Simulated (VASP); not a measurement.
# SmMg3Al (P4/mmm) in VASP: notebook

Runs on SmMg3Al. Level: PBE. Tasks: single point.

Everything below comes from runs of VASP 6.6.1. Logs are shortened: lines on timing, memory, paths and dates and some standing lists are left out, and cuts for length are marked.

### Step 1. The cell of the first run

The structure is tetragonal, space group P4/mmm (No. 123). The conventional cell has a = 3.843 Å, b = 3.843 Å, c = 7.879 Å, α = 90.00°, β = 90.00°, γ = 90.00°. Within 3.6 Å of Sm (site symmetry 4/mmm) lie 4 Al at 2.72 Å and 2 Mg at 2.89 Å. Within 3.0 Å of Mg (site symmetry 4mm) lie 5 Mg at 2.10 to 2.91 Å and 1 Sm at 2.89 Å. Within 4.0 Å of Mg (site symmetry 4/mmm) lie 12 Mg at 2.91 to 3.84 Å and 2 Al at 3.94 Å. Within 3.6 Å of Al (site symmetry 4/mmm) lie 4 Sm at 2.72 Å.

The cell was built from a structure type or drawn by symmetry, and may not be a known phase.

### Step 2. Single point, PBE

File INCAR:

```
SYSTEM = SmMg3Al
ALGO = Normal
EDIFF = 1E-6
ENCUT = 600
GGA = PE
GGA_COMPAT = .FALSE.
ISIF = 2
ISMEAR = 0
LASPH = .TRUE.
LCHARG = .FALSE.
LMAXMIX = 6
LREAL = .FALSE.
LWAVE = .FALSE.
NBANDS = 18
NELM = 200
PREC = Accurate
SIGMA = 0.1
```

File KPOINTS:

```
k-points
0
G
  4 4 2
  0 0 0
```

File POSCAR:

```
SmMg3Al
1.0
    3.8432761100      0.0000000000      0.0000000000
    0.0000000000      3.8432761100      0.0000000000
    0.0000000000      0.0000000000      7.8786730700
Sm Mg Al
1 3 1
Direct
    0.0000000000      0.0000000000      0.0000000000
    0.0000000000      0.0000000000      0.3666724000
    0.0000000000      0.0000000000      0.6333276000
    0.5000000000      0.5000000000      0.5000000000
    0.5000000000      0.5000000000      0.0000000000
```

Potentials or basis: VASP PAW PBE potentials, release 64 (Sm_3, Mg, Al), 4f in core.

On the command line:

```sh
$ cat potpaw_PBE.64/Sm_3/POTCAR potpaw_PBE.64/Mg/POTCAR potpaw_PBE.64/Al/POTCAR > POTCAR
$ mpirun -np 1 vasp_std > vasp.out
```

OUTCAR:

```text
SYSTEM = SmMg3Al
   EDIFF = 1E-6
   ENCUT = 600
   GGA = PE
   ISIF = 2
   ISMEAR = 0
   LASPH = .TRUE.
   LREAL = .FALSE.
   NELM = 200
   PREC = Accurate

 ion  position               nearest neighbor table
   1  0.000  0.000  0.000-   5 2.72   5 2.72   5 2.72   5 2.72   2 2.89   3 2.89
   2  0.000  0.000  0.367-   3 2.10   1 2.89   4 2.91   4 2.91   4 2.91   4 2.91
   3  0.000  0.000  0.633-   2 2.10   1 2.89   4 2.91   4 2.91   4 2.91   4 2.91
   4  0.500  0.500  0.500-   2 2.91   3 2.91   2 2.91   3 2.91   2 2.91   3 2.91   2 2.91   3 2.91

   5  0.500  0.500  0.000-   1 2.72   1 2.72   1 2.72   1 2.72

  LATTYP: Found a simple tetragonal cell.
 ALAT       =     3.8432761100
 C/A-ratio  =     2.0499888232

  Lattice vectors:

 A1 = (   3.8432761100,   0.0000000000,   0.0000000000)
 A2 = (   0.0000000000,   3.8432761100,   0.0000000000)
 A3 = (   0.0000000000,   0.0000000000,   7.8786730700)

Analysis of symmetry for initial positions (statically):
=====================================================================
 Subroutine PRICEL returns:
 Original cell was already a primitive cell.

 Routine SETGRP: Setting up the symmetry group for a
 simple tetragonal supercell.

 Subroutine GETGRP returns: Found 16 space group operations
 (whereof 16 operations were pure point group operations)
 out of a pool of 16 trial point group operations.

The static configuration has the point symmetry D_4h.

Analysis of symmetry for dynamics (positions and initial velocities):
=====================================================================
 Subroutine PRICEL returns:
 Original cell was already a primitive cell.

 Routine SETGRP: Setting up the symmetry group for a
 simple tetragonal supercell.

 Subroutine GETGRP returns: Found 16 space group operations
 (whereof 16 operations were pure point group operations)
 out of a pool of 16 trial point group operations.

The dynamic configuration has the point symmetry D_4h.

 Subroutine INISYM returns: Found 16 space group operations
 (whereof 16 operations are pure point group operations),
 and found     1 'primitive' translations

----------------------------------------------------------------------------------------

                                     Primitive cell

  volume of cell :     116.3741

  direct lattice vectors                    reciprocal lattice vectors
     3.843276110  0.000000000  0.000000000     0.260194681  0.000000000  0.000000000
     0.000000000  3.843276110  0.000000000     0.000000000  0.260194681  0.000000000
     0.000000000  0.000000000  7.878673070     0.000000000  0.000000000  0.126924926

  length of vectors
     3.843276110  3.843276110  7.878673070     0.260194681  0.260194681  0.126924926

  position of ions in fractional coordinates (direct lattice)
     0.000000000  0.000000000  0.000000000
     0.000000000  0.000000000  0.366672400
     0.000000000  0.000000000  0.633327600
     0.500000000  0.500000000  0.500000000
     0.500000000  0.500000000  0.000000000

  ion indices of the primitive-cell ions
   primitive index   ion index
                 1           1
                 2           2
                 3           3
                 4           4
                 5           5

----------------------------------------------------------------------------------------

 KPOINTS: k-points

Automatic generation of k-mesh.
 Grid dimensions read from file:
 generate k-points for:    4    4    2

 Generating k-lattice:

  Cartesian coordinates                     Fractional coordinates (reciprocal lattice)
     0.065048670  0.000000000  0.000000000     0.250000000  0.000000000  0.000000000
     0.000000000  0.065048670  0.000000000     0.000000000  0.250000000  0.000000000
     0.000000000  0.000000000  0.063462463     0.000000000  0.000000000  0.500000000

  Length of vectors
     0.065048670  0.065048670  0.063462463

  Shift w.r.t. Gamma in fractional coordinates (k-lattice)
     0.000000000  0.000000000  0.000000000

 Subroutine IBZKPT returns following result:
 ===========================================

 Found     12 irreducible k-points:

 Following reciprocal coordinates:
            Coordinates               Weight
  0.000000  0.000000  0.000000      1.000000
  0.250000  0.000000  0.000000      4.000000
  0.500000  0.000000  0.000000      2.000000
  0.250000  0.250000  0.000000      4.000000
  0.500000  0.250000  0.000000      4.000000
  0.500000  0.500000  0.000000      1.000000
  0.000000  0.000000  0.500000      1.000000
  0.250000  0.000000  0.500000      4.000000
  0.500000  0.000000  0.500000      2.000000
  0.250000  0.250000  0.500000      4.000000
  0.500000  0.250000  0.500000      4.000000
  0.500000  0.500000  0.500000      1.000000
   k-points           NKPTS =     12   k-points in BZ     NKDIM =     12   number of bands    NBANDS=     18
   number of dos      NEDOS =    301   number of ions     NIONS =      5
   total plane-waves  NPLWV =  65536
   dimension x,y,z NGX =    32 NGY =   32 NGZ =   64
   dimension x,y,z NGXF=    64 NGYF=   64 NGZF=  128
   ions per type =               1   3   1
   NGX,Y,Z   is equivalent  to a cutoff of  13.84, 13.84, 13.50 a.u.
   NGXF,Y,Z  is equivalent  to a cutoff of  27.68, 27.68, 27.01 a.u.
 SYSTEM =  SmMg3Al
   PREC   = accura    normal or accurate (medium, high low for compatibility)
   ISTART =      0    job   : 0-new  1-cont  2-samecut
   ICHARG =      2    charge: 1-file 2-atom 10-const
   ISPIN  =      1    spin polarized calculation?
   LNONCOLLINEAR =      F non collinear calculations
   LSORBIT =      F    spin-orbit coupling
   LASPH  =      T    aspherical Exc in radial PAW
   ENCUT  =  600.0 eV  44.10 Ry    6.64 a.u.   7.68  7.68 15.74*2*pi/ulx,y,z
   NELM   =    200;   NELMIN=  2; NELMDL= -5     # of ELM steps
   EDIFF  = 0.1E-05   stopping-criterion for ELM
   LREAL  =      F    real-space projection
   EDIFFG = 0.1E-04   stopping-criterion for IOM
   NSW    =      0    number of steps for IOM
   IBRION =     -1    ionic relax: 0-MD 1-quasi-New 2-CG
   NFREE  =      0    steps in history (QN), initial steepest desc. (CG)
   ISIF   =      2    stress and relaxation
   ISYM   =      2    0-nonsym 1-usesym 2-fastsym
   POTIM  = 0.5000    time-step for ionic-motion
   TEBEG  =    0.0;   TEEND  =   0.0 temperature during run
   PSTRESS=    0.0 pullay stress
   NELECT =      20.0000    total number of electrons
   NUPDOWN=      -1.0000    fix difference up-down
   EMIN   =  10.00;   EMAX   =-10.00  energy-range for DOS
   EFERMI =   0.00;   METHOD = LEGACY
   ISMEAR =     0;   SIGMA  =   0.10  broadening in eV -4-tet -1-fermi 0-gaus
   EFERMI_NEDOS =   21; number of points for ismear=-14 and -15
   IALGO  =     38    algorithm
   IMIX   =      4    mixing-type and parameters
     AMIX     =   0.40;   BMIX     =  1.00
     AMIX_MAG =   1.60;   BMIX_MAG =  1.00
  volume/ion in A,a.u.               =      23.27       157.07
  Fermi-wavevector in a.u.,A,eV,Ry     =   0.910191  1.720012 11.271725  0.828448
  Thomas-Fermi vector in A             =   2.034325
   LORBIT       =      0    0 simple, 1 ext, 2 COOP (PROOUT), +10 PAW based schemes
   GGA     = PE    functional components
   LHFCALC =     F    Hartree Fock is set to
   AEXX    =    0.0000 exact exchange contribution
   IVDW    =     0    specifies the selected vdW correction
   LEPSILON=     F    determine dielectric tensor
   LRPA    =     F    only Hartree local field effects (RPA)
 non-spin polarized calculation
 Gauss-broadening in eV      SIGMA  =   0.10
  energy-cutoff  :      600.00
  volume of cell :      116.37
 maximum number of plane-waves:      3911
 NGX is ok and might be reduce to    32
   NGX = 15   NGY = 15   NGZ = 31

 number of electron      20.0000000 magnetization

 Free energy of the ion-electron system (eV)
  ---------------------------------------------------
  ext. energy  EPLUGINS =         0.00000000
  ---------------------------------------------------
  free energy    TOTEN  =        -7.86657761 eV

  energy without entropy =       -7.83628592  energy(sigma->0) =       -7.85143177

 E-fermi :   3.1048     XC(G=0):  -9.0689

 val. band max:        3.0972288497   @ k =   0.5000   0.5000   0.5000
 cond. band min:       3.1172318060   @ k =   0.2500   0.2500   0.5000
 fundamental gap:      0.0200029562
 Fermi energy:         3.1048097451

 k-point     1 :       0.0000    0.0000    0.0000
  band No.  band energies     occupation
      1     -37.0761      2.00000
      2     -16.8343      2.00000
      3     -16.5201      2.00000
      4     -16.5201      2.00000
      5      -3.6690      2.00000
      6      -2.2633      2.00000
[... 10 lines left out ...]
     17       7.3521      0.00000
     18       7.3521      0.00000

 k-point     2 :       0.2500    0.0000    0.0000
  band No.  band energies     occupation
      1     -37.0667      2.00000
      2     -16.8157      2.00000
      3     -16.7197      2.00000
      4     -16.5021      2.00000
      5      -2.9654      2.00000
      6      -1.4234      2.00000
[... 10 lines left out ...]
     17       7.7558      0.00000
     18       8.5028      0.00000

 k-point     3 :       0.5000    0.0000    0.0000
  band No.  band energies     occupation
      1     -37.0573      2.00000
      2     -16.9090      2.00000
      3     -16.7969      2.00000
      4     -16.4840      2.00000
      5      -1.2813      2.00000
      6      -0.8432      2.00000
[... 10 lines left out ...]
     17       8.3960      0.00000
     18       8.4040      0.00000

 k-point     4 :       0.2500    0.2500    0.0000
  band No.  band energies     occupation
      1     -37.0578      2.00000
      2     -16.7976      2.00000
      3     -16.7029      2.00000
      4     -16.6786      2.00000
      5      -2.3313      2.00000
      6      -0.8886      2.00000
[... 123 lines left out ...]
      4     -16.6786      2.00000
      5      -2.0474      2.00000
      6      -1.4374      2.00000
[... 10 lines left out ...]
     17       7.1931      0.00000
     18       8.2221      0.00000

 k-point    11 :       0.5000    0.2500    0.5000
  band No.  band energies     occupation
      1     -37.0489      2.00000
      2     -16.8702      2.00000
      3     -16.7798      2.00000
      4     -16.6614      2.00000
      5      -0.8538      2.00000
      6      -0.4656      2.00000
[... 10 lines left out ...]
     17       7.1410      0.00000
     18       7.9414      0.00000

 k-point    12 :       0.5000    0.5000    0.5000
  band No.  band energies     occupation
      1     -37.0404      2.00000
      2     -16.8308      2.00000
      3     -16.8308      2.00000
      4     -16.7622      2.00000
      5      -1.4447      2.00000
      6       1.2228      2.00000
[... 10 lines left out ...]
     17       6.7600      0.00000
     18       6.7600      0.00000

------------------------ aborting loop because EDIFF is reached ----------------------------------------

  FORCE on cell =-STRESS in cart. coord.  units (eV):
  Direction    XX          YY          ZZ          XY          YZ          ZX
  --------------------------------------------------------------------------------------
  -------------------------------------------------------------------------------------
  Total        7.8685096      7.8685096     15.4352695      0.0000000      0.0000000      0.0000000
  in kB      108.3295178    108.3295178    212.5047031      0.0000000      0.0000000      0.0000000
  external PRESSURE =     143.0545796 kB  Pullay stress =       0.0000000 kB

 VOLUME and BASIS-vectors are now :
 -----------------------------------------------------------------------------
  energy-cutoff  :      600.00
  volume of cell :      116.37
      direct lattice vectors                 reciprocal lattice vectors
     3.843276110  0.000000000  0.000000000     0.260194681  0.000000000  0.000000000
     0.000000000  3.843276110  0.000000000     0.000000000  0.260194681  0.000000000
     0.000000000  0.000000000  7.878673070     0.000000000  0.000000000  0.126924926

 POSITION                                       TOTAL-FORCE (eV/Angst)
 -----------------------------------------------------------------------------------
      0.00000      0.00000      0.00000        -0.000000      0.000000      0.000000
      0.00000      0.00000      2.88889         0.000000     -0.000000     -4.677120
      0.00000      0.00000      4.98978         0.000000     -0.000000      4.677120
      1.92164      1.92164      3.93934        -0.000000      0.000000      0.000000
      1.92164      1.92164      0.00000        -0.000000      0.000000      0.000000
 -----------------------------------------------------------------------------------
    total drift:                               -0.000000      0.000000      0.000000

  FREE ENERGIE OF THE ION-ELECTRON SYSTEM (eV)
  ---------------------------------------------------
  free  energy   TOTEN  =        -7.8665776136 eV

  energy  without entropy=       -7.8362859184  energy(sigma->0) =       -7.85143177
```

Run time: 14 s. Hardware: 1 thread of Intel Xeon 6975P-C (Granite Rapids), shared host; peak memory 0.25 GiB.

What came out:

| Quantity | Value |
| --- | --- |
| Free energy | -7.8666 eV |
| Pressure | 14.3 GPa |
| Largest force | 4.677 eV/Å |
| Band gap on the k mesh | zero (bands 10 and 11 overlap by 2.58 eV) |

Forces on the atoms (eV/Å):
```
Sm   0.000  0.000  0.000
Mg   0.000  0.000 -4.677
Mg   0.000  0.000  4.677
Mg   0.000  0.000  0.000
Al   0.000  0.000  0.000
```

Stress tensor (GPa, compression positive):
```
10.83  0.00  0.00
 0.00 10.83  0.00
 0.00  0.00 21.25
```

Caveat: the k points lie up to 0.41 Å⁻¹ apart, too coarse for converged energies and pressures of a metal; spin-orbit coupling is left out, which moves the levels of the heavy elements; the 4f electrons are frozen in the core, so they carry no moment and show no levels; forces of over 1 eV/Å act on the atoms, so gaps and moduli don't describe the material at rest. Spin polarisation is off, so any magnetic state and its effect on volume and gap are missing.

### Step 3. Single point, PBE

This run uses another cell than the first one, of 31.77 Å³/atom.

File INCAR:

```
ALGO = Normal
EDIFF = 1E-6
ENCUT = 600
GGA = PE
GGA_COMPAT = F
ISIF = 2
ISMEAR = 0
LASPH = T
LCHARG = F
LMAXMIX = 6
LREAL = F
LWAVE = F
NBANDS = 18
NELM = 200
PREC = Accurate
SIGMA = 0.1
```

File KPOINTS:

```
k-points
0
Gamma
  4 4 2
```

File POSCAR:

```
SmMg3Al
1.0
    4.1076093262      0.0000000000      0.0000000000
    0.0000000000      4.1076093262      0.0000000000
    0.0000000000      0.0000000000      9.4134777747
Sm Mg Al
1 3 1
Direct
    0.0000000000      0.0000000000      0.0000000000
    0.0000000000      0.0000000000      0.3382603574
    0.0000000000      0.0000000000      0.6617396426
    0.5000000000      0.5000000000      0.5000000000
    0.5000000000      0.5000000000      0.0000000000
```

Potentials or basis: VASP PAW PBE potentials, release 64 (Sm_3, Mg, Al), 4f in core.

On the command line:

```sh
$ cat potpaw_PBE.64/Sm_3/POTCAR potpaw_PBE.64/Mg/POTCAR potpaw_PBE.64/Al/POTCAR > POTCAR
$ mpirun -np 1 vasp_std > vasp.out
```

Wall time 24 s (1 thread of Intel Xeon 6975P-C (Granite Rapids), shared host); peak memory 0.33 GiB.

The run converged. Its results:

* Free energy: -10.1910 eV
* Pressure: 0.1 GPa
* Largest force: 0.043 eV/Å
* Band gap on the k mesh: zero (bands 10 and 11 overlap by 1.55 eV)

Forces on the atoms (eV/Å):
```
Sm   0.000  0.000  0.000
Mg   0.000  0.000  0.043
Mg   0.000  0.000 -0.043
Mg   0.000  0.000  0.000
Al   0.000  0.000  0.000
```

Levels at points of the mesh, in eV from the Fermi level:
| k point | band 7 | band 8 | band 9 | band 10 | band 11 | band 12 | band 13 | band 14 |
| --- | --- | --- | --- | --- | --- | --- | --- | --- |
| (0.00, 0.00, 0.00) | -2.82 | -0.60 | -0.07 | 1.27 | 2.43 | 2.43 | 2.52 | 2.63 |
| (0.50, 0.00, 0.00) | -2.56 | -2.14 | -1.39 | -0.79 | -0.08 | 0.26 | 1.54 | 2.96 |
| (0.50, 0.50, 0.00) | -0.94 | -0.94 | -0.32 | 0.22 | 0.22 | 0.63 | 0.63 | 0.80 |
| (0.00, 0.00, 0.50) | -2.45 | -0.95 | -0.07 | 1.47 | 2.21 | 2.21 | 2.52 | 3.09 |
| (0.50, 0.00, 0.50) | -2.91 | -2.54 | -0.84 | -0.57 | -0.08 | 0.37 | 1.22 | 2.75 |
| (0.50, 0.50, 0.50) | -0.99 | -0.99 | -0.48 | -0.28 | 0.21 | 0.21 | 0.92 | 0.92 |

Caveat: the k points lie up to 0.38 Å⁻¹ apart, too coarse for converged energies and pressures of a metal; spin-orbit coupling is left out, which moves the levels of the heavy elements; the 4f electrons are frozen in the core, so they carry no moment and show no levels.
